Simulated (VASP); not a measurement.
# BaTiO3 (Pm-3m) in VASP: a series of runs

Runs on BaTiO3. Level: PBE+U. Tasks: single point.

Program: VASP 6.6.1. These are calculated values, not measurements. Logs are shortened: lines on timing, memory, paths and dates and some standing lists are left out, and cuts for length are marked.

## (1) The cell of the first run

It takes space group Pm-3m (No. 221, cubic). The conventional cell has a = 4.006 Å, b = 4.006 Å, c = 4.006 Å, α = 90.00°, β = 90.00°, γ = 90.00°. Within 3.7 Å of Ba (site symmetry m-3m) lie 12 O at 2.83 Å and 8 Ti at 3.47 Å. Ti (site symmetry m-3m) has 6 O at 2.00 Å within 2.7 Å. O (site symmetry 4/mmm) has 2 Ti at 2.00 Å within 2.7 Å.

## (2) Single point, PBE+U

File INCAR:

```
  PREC = Accurate
  ENCUT = 520
  EDIFF = 1E-6
  ISMEAR = 0
  SIGMA = 0.01
  LREAL = False
  LASPH = True
  NELM = 150
  ALGO = Normal
  ISIF = 2
  LWAVE = False
  LCHARG = False
  LMAXMIX = 4
  LDAU = True
  LDAUTYPE = 2
  LDAUL = -1 2 -1
  LDAUU = 0 1 0
  LDAUJ = 0 0 0
  LDAUPRINT = 1
  GGA = PE
  NBANDS = 28
```

File KPOINTS:

```
Automatic mesh
0
Gamma
  6 6 6
```

File POSCAR:

```
BaTiO3
1.0
    4.0060000000      0.0000000000      0.0000000000
    0.0000000000      4.0060000000      0.0000000000
    0.0000000000      0.0000000000      4.0060000000
Ba Ti O
1 1 3
Direct
    0.5000000000      0.5000000000      0.5000000000
    0.0000000000      0.0000000000      0.0000000000
    0.5000000000      0.0000000000      0.0000000000
    0.0000000000      0.5000000000      0.0000000000
    0.0000000000      0.0000000000      0.5000000000
```

Potentials or basis: VASP PAW PBE potentials, release 64 (Ba_sv, Ti_sv, O).

The run is started by

```console
cat potpaw_PBE.64/Ba_sv/POTCAR potpaw_PBE.64/Ti_sv/POTCAR potpaw_PBE.64/O/POTCAR > POTCAR
mpirun -np 1 vasp_std > vasp.out
```

OUTCAR:

```text
PREC = Accurate
   ENCUT = 520
   EDIFF = 1E-6
   ISMEAR = 0
   LREAL = False
   LASPH = True
   NELM = 150
   ISIF = 2
   GGA = PE

 ion  position               nearest neighbor table
   1  0.500  0.500  0.500-   3 2.83   4 2.83   5 2.83   3 2.83   4 2.83   3 2.83   5 2.83   3 2.83
                             4 2.83   5 2.83   4 2.83   5 2.83   2 3.47   2 3.47   2 3.47   2 3.47
   2  0.000  0.000  0.000-   3 2.00   4 2.00   5 2.00   5 2.00   4 2.00   3 2.00   1 3.47   1 3.47
                             1 3.47   1 3.47   1 3.47   1 3.47   1 3.47   1 3.47
   3  0.500  0.000  0.000-   2 2.00   2 2.00   1 2.83   1 2.83   1 2.83   1 2.83
   4  0.000  0.500  0.000-   2 2.00   2 2.00   1 2.83   1 2.83   1 2.83   1 2.83
   5  0.000  0.000  0.500-   2 2.00   2 2.00   1 2.83   1 2.83   1 2.83   1 2.83

  LATTYP: Found a simple cubic cell.
 ALAT       =     4.0060000000

  Lattice vectors:

 A1 = (   4.0060000000,   0.0000000000,   0.0000000000)
 A2 = (   0.0000000000,   4.0060000000,   0.0000000000)
 A3 = (   0.0000000000,   0.0000000000,   4.0060000000)

Analysis of symmetry for initial positions (statically):
=====================================================================
 Subroutine PRICEL returns:
 Original cell was already a primitive cell.

 Routine SETGRP: Setting up the symmetry group for a
 simple cubic supercell.

 Subroutine GETGRP returns: Found 48 space group operations
 (whereof 48 operations were pure point group operations)
 out of a pool of 48 trial point group operations.

The static configuration has the point symmetry O_h .

Analysis of symmetry for dynamics (positions and initial velocities):
=====================================================================
 Subroutine PRICEL returns:
 Original cell was already a primitive cell.

 Routine SETGRP: Setting up the symmetry group for a
 simple cubic supercell.

 Subroutine GETGRP returns: Found 48 space group operations
 (whereof 48 operations were pure point group operations)
 out of a pool of 48 trial point group operations.

The dynamic configuration has the point symmetry O_h .

 Subroutine INISYM returns: Found 48 space group operations
 (whereof 48 operations are pure point group operations),
 and found     1 'primitive' translations

----------------------------------------------------------------------------------------

                                     Primitive cell

  volume of cell :      64.2884

  direct lattice vectors                    reciprocal lattice vectors
     4.006000000  0.000000000  0.000000000     0.249625562  0.000000000  0.000000000
     0.000000000  4.006000000  0.000000000     0.000000000  0.249625562  0.000000000
     0.000000000  0.000000000  4.006000000     0.000000000  0.000000000  0.249625562

  length of vectors
     4.006000000  4.006000000  4.006000000     0.249625562  0.249625562  0.249625562

  position of ions in fractional coordinates (direct lattice)
     0.500000000  0.500000000  0.500000000
     0.000000000  0.000000000  0.000000000
     0.500000000  0.000000000  0.000000000
     0.000000000  0.500000000  0.000000000
     0.000000000  0.000000000  0.500000000

  ion indices of the primitive-cell ions
   primitive index   ion index
                 1           1
                 2           2
                 3           3
                 4           4
                 5           5

----------------------------------------------------------------------------------------

 KPOINTS: Automatic mesh

Automatic generation of k-mesh.
 Grid dimensions read from file:
 generate k-points for:    6    6    6

 Generating k-lattice:

  Cartesian coordinates                     Fractional coordinates (reciprocal lattice)
     0.041604260  0.000000000  0.000000000     0.166666667  0.000000000  0.000000000
     0.000000000  0.041604260  0.000000000     0.000000000  0.166666667  0.000000000
     0.000000000  0.000000000  0.041604260     0.000000000  0.000000000  0.166666667

  Length of vectors
     0.041604260  0.041604260  0.041604260

  Shift w.r.t. Gamma in fractional coordinates (k-lattice)
     0.000000000  0.000000000  0.000000000

 Subroutine IBZKPT returns following result:
 ===========================================

 Found     20 irreducible k-points:

 Following reciprocal coordinates:
            Coordinates               Weight
  0.000000  0.000000  0.000000      1.000000
  0.166667  0.000000  0.000000      6.000000
  0.333333  0.000000  0.000000      6.000000
  0.500000  0.000000  0.000000      3.000000
  0.166667  0.166667  0.000000     12.000000
  0.333333  0.166667  0.000000     24.000000
[... 12 lines left out ...]
  0.500000  0.500000  0.333333      6.000000
  0.500000  0.500000  0.500000      1.000000
   k-points           NKPTS =     20   k-points in BZ     NKDIM =     20   number of bands    NBANDS=     28
   number of dos      NEDOS =    301   number of ions     NIONS =      5
   total plane-waves  NPLWV =  27000
   dimension x,y,z NGX =    30 NGY =   30 NGZ =   30
   dimension x,y,z NGXF=    60 NGYF=   60 NGZF=   60
   ions per type =               1   1   3
   NGX,Y,Z   is equivalent  to a cutoff of  12.45, 12.45, 12.45 a.u.
   NGXF,Y,Z  is equivalent  to a cutoff of  24.90, 24.90, 24.90 a.u.
 SYSTEM =  unknown system
   PREC   = accura    normal or accurate (medium, high low for compatibility)
   ISTART =      0    job   : 0-new  1-cont  2-samecut
   ICHARG =      2    charge: 1-file 2-atom 10-const
   ISPIN  =      1    spin polarized calculation?
   LNONCOLLINEAR =      F non collinear calculations
   LSORBIT =      F    spin-orbit coupling
   LASPH  =      T    aspherical Exc in radial PAW
   ENCUT  =  520.0 eV  38.22 Ry    6.18 a.u.   7.45  7.45  7.45*2*pi/ulx,y,z
   NELM   =    150;   NELMIN=  2; NELMDL= -5     # of ELM steps
   EDIFF  = 0.1E-05   stopping-criterion for ELM
   LREAL  =      F    real-space projection
   EDIFFG = 0.1E-04   stopping-criterion for IOM
   NSW    =      0    number of steps for IOM
   IBRION =     -1    ionic relax: 0-MD 1-quasi-New 2-CG
   NFREE  =      0    steps in history (QN), initial steepest desc. (CG)
   ISIF   =      2    stress and relaxation
   ISYM   =      2    0-nonsym 1-usesym 2-fastsym
   POTIM  = 0.5000    time-step for ionic-motion
   TEBEG  =    0.0;   TEEND  =   0.0 temperature during run
   PSTRESS=    0.0 pullay stress
   NELECT =      40.0000    total number of electrons
   NUPDOWN=      -1.0000    fix difference up-down
   EMIN   =  10.00;   EMAX   =-10.00  energy-range for DOS
   EFERMI =   0.00;   METHOD = LEGACY
   ISMEAR =     0;   SIGMA  =   0.01  broadening in eV -4-tet -1-fermi 0-gaus
   EFERMI_NEDOS =   21; number of points for ismear=-14 and -15
   IALGO  =     38    algorithm
   IMIX   =      4    mixing-type and parameters
     AMIX     =   0.40;   BMIX     =  1.00
     AMIX_MAG =   1.60;   BMIX_MAG =  1.00
  volume/ion in A,a.u.               =      12.86        86.77
  Fermi-wavevector in a.u.,A,eV,Ry     =   1.397603  2.641087 26.576187  1.953295
  Thomas-Fermi vector in A             =   2.520843
   LORBIT       =      0    0 simple, 1 ext, 2 COOP (PROOUT), +10 PAW based schemes
 LDA+U is selected, type is set to LDAUTYPE =  2
   angular momentum for each species LDAUL =    -1    2   -1
   U (eV)           for each species LDAUU =   0.0  1.0  0.0
   J (eV)           for each species LDAUJ =   0.0  0.0  0.0
   GGA     = PE    functional components
   LHFCALC =     F    Hartree Fock is set to
   AEXX    =    0.0000 exact exchange contribution
   IVDW    =     0    specifies the selected vdW correction
   LEPSILON=     F    determine dielectric tensor
   LRPA    =     F    only Hartree local field effects (RPA)
 non-spin polarized calculation
 Gauss-broadening in eV      SIGMA  =   0.01
  energy-cutoff  :      520.00
  volume of cell :       64.29
 maximum number of plane-waves:      1755
 NGX is ok and might be reduce to    30
   NGX = 15   NGY = 15   NGZ = 15

atom =   2  type =  2  l = 2

 onsite density matrix

spin component  1

  0.1185 -0.0000 -0.0000 -0.0000  0.0000
 -0.0000  0.1185 -0.0000 -0.0000 -0.0000
 -0.0000 -0.0000  0.2434  0.0000  0.0000
 -0.0000 -0.0000  0.0000  0.1185  0.0000
  0.0000 -0.0000  0.0000  0.0000  0.2434

spin component  2

  0.1185 -0.0000 -0.0000 -0.0000  0.0000
 -0.0000  0.1185 -0.0000 -0.0000 -0.0000
 -0.0000 -0.0000  0.2434  0.0000  0.0000
 -0.0000 -0.0000  0.0000  0.1185  0.0000
  0.0000 -0.0000  0.0000  0.0000  0.2434

 occupancies and eigenvectors

  o =  0.1185  v =  1.0000  0.0000  0.0000  0.0000  0.0000  0.0000  0.0000  0.0000  0.0000  0.0000      0.0000  0.0000  0.0000  0.0000  0.0000  0.0000  0.0000  0.0000  0.0000  0.0000
  o =  0.1185  v =  0.0000  0.0000  0.0000  0.0000  0.0000  1.0000  0.0000  0.0000  0.0000  0.0000      0.0000  0.0000  0.0000  0.0000  0.0000  0.0000  0.0000  0.0000  0.0000  0.0000
  o =  0.1185  v =  0.0000 -0.9989 -0.0000  0.0477 -0.0000  0.0000  0.0000  0.0000  0.0000  0.0000      0.0000  0.0000  0.0000  0.0000  0.0000  0.0000  0.0000  0.0000  0.0000  0.0000
  o =  0.1185  v =  0.0000 -0.0477  0.0000 -0.9989  0.0000  0.0000  0.0000  0.0000  0.0000  0.0000      0.0000  0.0000  0.0000  0.0000  0.0000  0.0000  0.0000  0.0000  0.0000  0.0000
  o =  0.1185  v =  0.0000  0.0000  0.0000  0.0000  0.0000  0.0000 -0.9989 -0.0000  0.0477 -0.0000      0.0000  0.0000  0.0000  0.0000  0.0000  0.0000  0.0000  0.0000  0.0000  0.0000
  o =  0.1185  v =  0.0000  0.0000  0.0000  0.0000  0.0000  0.0000 -0.0477  0.0000 -0.9989  0.0000      0.0000  0.0000  0.0000  0.0000  0.0000  0.0000  0.0000  0.0000  0.0000  0.0000
  o =  0.2434  v =  0.0000  0.0000  0.0000  0.0000  0.0000  0.0000  0.0000  0.0140 -0.0000 -0.9999      0.0000  0.0000  0.0000  0.0000  0.0000  0.0000  0.0000  0.0000  0.0000  0.0000
  o =  0.2434  v =  0.0000  0.0000  0.0140 -0.0000 -0.9999  0.0000  0.0000  0.0000  0.0000  0.0000      0.0000  0.0000  0.0000  0.0000  0.0000  0.0000  0.0000  0.0000  0.0000  0.0000
  o =  0.2434  v =  0.0000  0.0000  0.0000  0.0000  0.0000  0.0000  0.0000 -0.9999 -0.0000 -0.0140      0.0000  0.0000  0.0000  0.0000  0.0000  0.0000  0.0000  0.0000  0.0000  0.0000
  o =  0.2434  v =  0.0000  0.0000 -0.9999 -0.0000 -0.0140  0.0000  0.0000  0.0000  0.0000  0.0000      0.0000  0.0000  0.0000  0.0000  0.0000  0.0000  0.0000  0.0000  0.0000  0.0000

 number of electron      39.9999976 magnetization

 Free energy of the ion-electron system (eV)
  ---------------------------------------------------
  ext. energy  EPLUGINS =         0.00000000
  ---------------------------------------------------
  free energy    TOTEN  =       -39.28181252 eV

  energy without entropy =      -39.28181252  energy(sigma->0) =      -39.28181252

 E-fermi :   3.9400     XC(G=0): -11.2483

 val. band max:        3.8488107654   @ k =   0.5000   0.5000   0.5000
 cond. band min:       5.6960723148   @ k =   0.0000   0.0000   0.0000
 fundamental gap:      1.8472615494
 Fermi energy:         3.9400293929

 k-point     1 :       0.0000    0.0000    0.0000
  band No.  band energies     occupation
      1     -53.0743      2.00000
      2     -29.2713      2.00000
      3     -29.2713      2.00000
      4     -29.2713      2.00000
      5     -20.9724      2.00000
      6     -13.0535      2.00000
[... 20 lines left out ...]
     27       8.8889      0.00000
     28      11.1829      0.00000

 k-point     2 :       0.1667    0.0000    0.0000
  band No.  band energies     occupation
      1     -53.0741      2.00000
      2     -29.2838      2.00000
      3     -29.2708      2.00000
      4     -29.2708      2.00000
      5     -20.9435      2.00000
      6     -13.0730      2.00000
[... 20 lines left out ...]
     27       9.4226      0.00000
     28      11.8387      0.00000

 k-point     3 :       0.3333    0.0000    0.0000
  band No.  band energies     occupation
      1     -53.0736      2.00000
      2     -29.3085      2.00000
      3     -29.2699      2.00000
      4     -29.2699      2.00000
      5     -20.8845      2.00000
      6     -13.1920      2.00000
[... 492 lines left out ...]
      3     -29.3159      2.00000
      4     -29.3035      2.00000
      5     -20.7289      2.00000
      6     -12.2885      2.00000
[... 20 lines left out ...]
     27      11.1977      0.00000
     28      11.4787      0.00000

 k-point    20 :       0.5000    0.5000    0.5000
  band No.  band energies     occupation
      1     -53.0714      2.00000
      2     -29.3154      2.00000
      3     -29.3154      2.00000
      4     -29.3154      2.00000
      5     -20.7123      2.00000
      6     -12.1453      2.00000
[... 20 lines left out ...]
     27      11.4789      0.00000
     28      11.4789      0.00000

------------------------ aborting loop because EDIFF is reached ----------------------------------------

  FORCE on cell =-STRESS in cart. coord.  units (eV):
  Direction    XX          YY          ZZ          XY          YZ          ZX
  --------------------------------------------------------------------------------------
  -------------------------------------------------------------------------------------
  Total        1.6828738      1.6828738      1.6828738      0.0000000      0.0000000     -0.0000000
  in kB       41.9400836     41.9400836     41.9400836      0.0000000      0.0000000     -0.0000000
  external PRESSURE =      41.9400836 kB  Pullay stress =       0.0000000 kB

 VOLUME and BASIS-vectors are now :
 -----------------------------------------------------------------------------
  energy-cutoff  :      520.00
  volume of cell :       64.29
      direct lattice vectors                 reciprocal lattice vectors
     4.006000000  0.000000000  0.000000000     0.249625562  0.000000000  0.000000000
     0.000000000  4.006000000  0.000000000     0.000000000  0.249625562  0.000000000
     0.000000000  0.000000000  4.006000000     0.000000000  0.000000000  0.249625562

 POSITION                                       TOTAL-FORCE (eV/Angst)
 -----------------------------------------------------------------------------------
      2.00300      2.00300      2.00300         0.000000      0.000000      0.000000
      0.00000      0.00000      0.00000         0.000000      0.000000      0.000000
      2.00300      0.00000      0.00000         0.000000      0.000000      0.000000
      0.00000      2.00300      0.00000         0.000000      0.000000      0.000000
      0.00000      0.00000      2.00300         0.000000      0.000000      0.000000
 -----------------------------------------------------------------------------------
    total drift:                                0.000000     -0.000000      0.000000

  FREE ENERGIE OF THE ION-ELECTRON SYSTEM (eV)
  ---------------------------------------------------
  free  energy   TOTEN  =       -39.2818125195 eV

  energy  without entropy=      -39.2818125195  energy(sigma->0) =      -39.28181252
```

Run time: 62 s. Hardware: 1 thread of Intel Xeon 8259CL, shared host; peak memory 0.19 GiB.

Results:

| Item | Value |
| --- | --- |
| Free energy | -39.2818 eV |
| Pressure | 4.2 GPa |
| Band gap on the k mesh | 1.85 eV (least direct gap 2.01 eV) |

Eigenvalues of the final occupation matrices:
```
    site  spin  trace               eigenvalues
site 2 d     1   0.84  0.12 0.12 0.12 0.24 0.24
site 2 d     2   0.84  0.12 0.12 0.12 0.24 0.24
```

Caveat: the cell stands under pressure; spin-orbit coupling is left out, which moves the levels of the heavy elements. A k mesh can miss the band edges.

## (3) Single point, PBE+U

File INCAR:

```
SYSTEM = BaTiO3
PREC = Accurate ; ENCUT = 520
EDIFF = 1E-6 ; ISMEAR = 0
SIGMA = 0.01 ; LREAL = .FALSE.
LASPH = .TRUE. ; NELM = 150
ALGO = Normal ; ISIF = 2
LWAVE = .FALSE. ; LCHARG = .FALSE.
LMAXMIX = 4 ; LDAU = .TRUE.
LDAUTYPE = 2 ; LDAUL = -1 2 -1
LDAUU = 0 5 0 ; LDAUJ = 0 0 0
LDAUPRINT = 1 ; GGA = PE
NBANDS = 28
```

File KPOINTS:

```
Automatic mesh
0
G
  6 6 6
  0 0 0
```

POSCAR is that of step 2.

Potentials or basis: VASP PAW PBE potentials, release 64 (Ba_sv, Ti_sv, O).

The run is started by

```console
cat potpaw_PBE.64/Ba_sv/POTCAR potpaw_PBE.64/Ti_sv/POTCAR potpaw_PBE.64/O/POTCAR > POTCAR
mpirun -np 1 vasp_std > vasp.out
```

Run time: 53 s. Hardware: 1 thread of Intel Xeon 8259CL, shared host; peak memory 0.19 GiB.

Results (log left out):

| Item | Value |
| --- | --- |
| Free energy | -36.6648 eV |
| Pressure | 7.4 GPa |
| Band gap on the k mesh | 2.34 eV (least direct gap 2.54 eV) |

Levels at points of the mesh, in eV from the valence-band top:
```tsv
k point	band 16	band 17	band 18	band 19	band 20	band 21	band 22	band 23	band 24	band 25
(0.00, 0.00, 0.00)	-1.10	-1.10	-0.20	-0.20	-0.20	2.34	2.34	2.34	3.93	3.93
(0.50, 0.00, 0.00)	-1.94	-1.72	-1.72	-0.80	-0.80	2.53	3.94	4.03	4.03	5.84
(0.50, 0.50, 0.00)	-2.59	-1.92	-0.89	-0.89	-0.09	4.05	4.05	4.48	4.72	7.61
(0.50, 0.50, 0.50)	-2.29	-2.29	0.00	0.00	0.00	4.71	4.71	4.71	6.62	6.62
```

Eigenvalues of the final occupation matrices:
```
    site  spin  trace               eigenvalues
site 2 d     1   0.77  0.10 0.10 0.10 0.23 0.23
site 2 d     2   0.77  0.10 0.10 0.10 0.23 0.23
```

Caveat: the cell stands under pressure; spin-orbit coupling is left out, which moves the levels of the heavy elements. A k mesh can miss the band edges.
